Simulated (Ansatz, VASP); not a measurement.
One calculation of Os, two programs

```xyz
2
Lattice="2.7394 0.0000 0.0000 -1.3697 2.3724 0.0000 0.0000 0.0000 4.3138" Properties=species:S:1:pos:R:3 pbc="T T T"
Os    0.0000    1.5816    1.0785
Os    1.3697    0.7908    3.2354
```

Alike in both runs: task single point; functional r2SCAN; k mesh 13 × 13 × 7; occupations gaussian, width 0.1 eV; no spin polarisation.

|  | VASP | Ansatz |
| --- | --- | --- |
| version | VASP 6.6.1 | Ansatz 0.2.0 |
| potentials or method | VASP PAW PBE potentials, release 64 (Os), cutoff 520 eV | plane waves (500 eV) with PAW, scalar-relativistic |
| valence electrons in the cell | 16 | 32 |

|  | VASP | Ansatz | Ansatz less VASP |
| --- | --- | --- | --- |
| pressure (GPa) | 0.8 | -0.2 | -1.02 |
| traceless stress, the component that is largest in VASP (GPa) | -0.01 | -0.05 | -0.046 |

VASP's potentials were made for PBE, not for r2SCAN. The functional is the same, so the differences come from potentials, cutoffs and numerics. VASP's potentials hold 16 valence electrons a cell and Ansatz's 32, so a difference there can come from the potentials and not from the codes.

Spin-orbit coupling is off throughout.
